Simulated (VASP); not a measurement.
# Cd (Fm-3m) in VASP: single point with PBEsol

Aim: the single point of Cd with PBEsol.

Program: VASP 6.6.1. These are calculated values, not measurements. Logs are shortened: lines on timing, memory, paths and dates and some standing lists are left out, and cuts for length are marked.

## 1. The cell of the first run

It takes space group Fm-3m (No. 225, cubic). Conventional cell: a = 4.501 Å, b = 4.501 Å, c = 4.501 Å, α = 90.00°, β = 90.00°, γ = 90.00°. Cd (site symmetry m-3m) has 12 Cd at 3.18 Å within 4.2 Å.

This isn't the form of Cd at room conditions, which is hcp.

## 2. Single point, PBEsol (Zn replaced by Cd, lengths x 1.108, strained)

INCAR

```
PREC = Accurate
ENCUT = 520
EDIFF = 1E-6
ISMEAR = 0
SIGMA = 0.1
LREAL = F
LASPH = T
NELM = 100
ALGO = Normal
ISIF = 2
LWAVE = F
LCHARG = F
GGA = PS
NBANDS = 12
```

KPOINTS

```
regular mesh
0
Gamma
  16 16 16
```

POSCAR

```
Cd
1.0
    0.0000000000      2.2504740137      2.2504740137
    2.2504740137      0.0000000000      2.2504740137
    2.2504740137      2.2504740137      0.0000000000
Cd
1
Direct
    0.0000000000      0.0000000000      0.0000000000
```

Potentials or basis: VASP PAW PBE potentials, release 64 (Cd).

Command:

```sh
> cat potpaw_PBE.64/Cd/POTCAR > POTCAR
> mpirun -np 1 vasp_std > vasp.out
```

OUTCAR:

```text
PREC = Accurate
   ENCUT = 520
   EDIFF = 1E-6
   ISMEAR = 0
   LREAL = F
   LASPH = T
   NELM = 100
   ISIF = 2
   GGA = PS

 ion  position               nearest neighbor table
   1  0.000  0.000  0.000-

  LATTYP: Found a face centered cubic cell.
 ALAT       =     4.5009480274

  Lattice vectors:

 A1 = (   0.0000000000,   2.2504740137,   2.2504740137)
 A2 = (   2.2504740137,   0.0000000000,   2.2504740137)
 A3 = (   2.2504740137,   2.2504740137,   0.0000000000)

Analysis of symmetry for initial positions (statically):
=====================================================================
 Subroutine PRICEL returns:
 Original cell was already a primitive cell.

 Routine SETGRP: Setting up the symmetry group for a
 face centered cubic supercell.

 Subroutine GETGRP returns: Found 48 space group operations
 (whereof 48 operations were pure point group operations)
 out of a pool of 48 trial point group operations.

The static configuration has the point symmetry O_h .

Analysis of symmetry for dynamics (positions and initial velocities):
=====================================================================
 Subroutine PRICEL returns:
 Original cell was already a primitive cell.

 Routine SETGRP: Setting up the symmetry group for a
 face centered cubic supercell.

 Subroutine GETGRP returns: Found 48 space group operations
 (whereof 48 operations were pure point group operations)
 out of a pool of 48 trial point group operations.

The dynamic configuration has the point symmetry O_h .

 Subroutine INISYM returns: Found 48 space group operations
 (whereof 48 operations are pure point group operations),
 and found     1 'primitive' translations

----------------------------------------------------------------------------------------

                                     Primitive cell

  volume of cell :      22.7957

  direct lattice vectors                    reciprocal lattice vectors
     0.000000000  2.250474014  2.250474014    -0.222175416  0.222175416  0.222175416
     2.250474014  0.000000000  2.250474014     0.222175416 -0.222175416  0.222175416
     2.250474014  2.250474014  0.000000000     0.222175416  0.222175416 -0.222175416

  length of vectors
     3.182650872  3.182650872  3.182650872     0.384819109  0.384819109  0.384819109

  position of ions in fractional coordinates (direct lattice)
[... 75 lines left out ...]
   ENCUT  =  520.0 eV  38.22 Ry    6.18 a.u.   5.92  5.92  5.92*2*pi/ulx,y,z
   NELM   =    100;   NELMIN=  2; NELMDL= -5     # of ELM steps
   EDIFF  = 0.1E-05   stopping-criterion for ELM
   LREAL  =      F    real-space projection
[... 7 lines left out ...]
   TEBEG  =    0.0;   TEEND  =   0.0 temperature during run
   PSTRESS=    0.0 pullay stress
   NELECT =      12.0000    total number of electrons
   NUPDOWN=      -1.0000    fix difference up-down
   EMIN   =  10.00;   EMAX   =-10.00  energy-range for DOS
   EFERMI =   0.00;   METHOD = LEGACY
   ISMEAR =     0;   SIGMA  =   0.10  broadening in eV -4-tet -1-fermi 0-gaus
   EFERMI_NEDOS =   21; number of points for ismear=-14 and -15
   IALGO  =     38    algorithm
   IMIX   =      4    mixing-type and parameters
     AMIX     =   0.40;   BMIX     =  1.00
     AMIX_MAG =   1.60;   BMIX_MAG =  1.00
  volume/ion in A,a.u.               =      22.80       153.83
  Fermi-wavevector in a.u.,A,eV,Ry     =   1.321857  2.497948 23.773552  1.747307
  Thomas-Fermi vector in A             =   2.451581
   LORBIT       =      0    0 simple, 1 ext, 2 COOP (PROOUT), +10 PAW based schemes
   GGA     = PS    functional components
   LHFCALC =     F    Hartree Fock is set to
   AEXX    =    0.0000 exact exchange contribution
   IVDW    =     0    specifies the selected vdW correction
   LEPSILON=     F    determine dielectric tensor
   LRPA    =     F    only Hartree local field effects (RPA)
 non-spin polarized calculation
 Gauss-broadening in eV      SIGMA  =   0.10
  energy-cutoff  :      520.00
  volume of cell :       22.80
 maximum number of plane-waves:       636
   NGX = 11   NGY = 11   NGZ = 11

 number of electron      11.9999992 magnetization

 Free energy of the ion-electron system (eV)
  ---------------------------------------------------
  ext. energy  EPLUGINS =         0.00000000
  ---------------------------------------------------
  free energy    TOTEN  =        -1.16333105 eV

  energy without entropy =       -1.16075773  energy(sigma->0) =       -1.16204439

 E-fermi :   2.3184     XC(G=0): -10.9344

 val. band max:        2.3070658515   @ k =  -0.3750   0.1875   0.0625
 cond. band min:       2.3207403573   @ k =   0.4375   0.0000   0.0000
 fundamental gap:      0.0136745058
 Fermi energy:         2.3183960291

 k-point     1 :       0.0000    0.0000    0.0000
  band No.  band energies     occupation
      1      -6.6051      2.00000
      2      -6.6051      2.00000
      3      -6.6051      2.00000
      4      -6.1876      2.00000
      5      -6.1876      2.00000
      6      -6.1555      2.00000
      7      16.0797      0.00000
      8      16.8357      0.00000
      9      16.8357      0.00000
     10      16.8357      0.00000
     11      20.1586      0.00000
     12      20.1586      0.00000
[... 331 lines left out ...]
 k-point    24 :      -0.0625    0.0625    0.0000
  band No.  band energies     occupation
      1      -6.6299      2.00000
      2      -6.5699      2.00000
      3      -6.5664      2.00000
      4      -6.2147      2.00000
      5      -6.1863      2.00000
      6      -5.8790      2.00000
      7      14.6010      0.00000
      8      14.6851      0.00000
      9      16.6814      0.00000
     10      17.1706      0.00000
     11      20.1916      0.00000
     12      20.2652      0.00000

 [... further k-points ...]

------------------------ aborting loop because EDIFF is reached ----------------------------------------

  FORCE on cell =-STRESS in cart. coord.  units (eV):
  Direction    XX          YY          ZZ          XY          YZ          ZX
  --------------------------------------------------------------------------------------
  -------------------------------------------------------------------------------------
  Total       -0.4961129     -0.4961129     -0.4961129     -0.0000000     -0.0000000      0.0000000
  in kB      -34.8689699    -34.8689699    -34.8689699     -0.0000000     -0.0000000      0.0000000
  external PRESSURE =     -34.8689699 kB  Pullay stress =       0.0000000 kB

 VOLUME and BASIS-vectors are now :
 -----------------------------------------------------------------------------
  energy-cutoff  :      520.00
  volume of cell :       22.80
      direct lattice vectors                 reciprocal lattice vectors
     0.000000000  2.250474014  2.250474014    -0.222175416  0.222175416  0.222175416
     2.250474014  0.000000000  2.250474014     0.222175416 -0.222175416  0.222175416
     2.250474014  2.250474014  0.000000000     0.222175416  0.222175416 -0.222175416

 POSITION                                       TOTAL-FORCE (eV/Angst)
 -----------------------------------------------------------------------------------
      0.00000      0.00000      0.00000        -0.000000      0.000000      0.000000
 -----------------------------------------------------------------------------------
    total drift:                               -0.000000      0.000000     -0.000000

  FREE ENERGIE OF THE ION-ELECTRON SYSTEM (eV)
  ---------------------------------------------------
  free  energy   TOTEN  =        -1.1633310535 eV

  energy  without entropy=       -1.1607577273  energy(sigma->0) =       -1.16204439
```

stdout:

```text
POSCAR found type information on POSCAR Cd
 POSCAR found :  1 types and       1 ions
 scaLAPACK will be used
 -----------------------------------------------------------------------------
|                                                                             |
|                                                                             |
|     You enforced a specific xc type in the INCAR file but a different       |
|     I HOPE YOU KNOW WHAT YOU ARE DOING!                                     |
|                                                                             |
 -----------------------------------------------------------------------------

 LDA part: xc-table for (Slater+PW92), standard interpolation
 POSCAR, INCAR and KPOINTS ok, starting setup
 FFT: planning ... GRIDC
 FFT: planning ... GRID_SOFT
 FFT: planning ... GRID
 WAVECAR not read
 entering main loop
```

It took 8.2 s on 1 thread of Intel Xeon 6975P-C (Granite Rapids), shared host; peak memory 0.16 GiB.

Results:

```
Free energy            : -1.1633 eV
Pressure               : -3.5 GPa
Band gap on the k mesh : zero (bands 6 and 7 overlap by 3.24 eV)
```

Caveat: the cell differs from its parent crystal (Zn replaced by Cd, lengths x 1.108, strained); the cell stands under tension; the PAW data sets were made with another functional, which shifts forces and pressure a little.
